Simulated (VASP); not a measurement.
GaAs:

```xyz
2
Lattice="3.9978 0.0000 0.0000 1.9989 3.4622 0.0000 1.9989 1.1541 3.2642" Properties=species:S:1:pos:R:3 pbc="T T T"
Ga    0.0000    0.0000    0.0000
As    1.9989    1.1541    0.8160
```

Base run:

```yaml
Program: VASP 6.6.1
Functional: PBE
Potentials_or_basis: VASP PAW PBE potentials, release 64 (Ga_d, As)
Cutoff: 500 eV
k_mesh: 5 × 5 × 5
Occupations: gaussian, width 0.01 eV
Spin: no spin polarisation
```

Its results: band gap on the k mesh 0.52 eV, direct; pressure 3.5 GPa.

Problem. The run is repeated on the same cell with these changes: k mesh from 5 × 5 × 5 to 3 × 3 × 3. What comes out?

Solution. Band gap on the k mesh 0.49 eV, direct; pressure 4.6 GPa.

Caveats: some runs use coarse meshes.

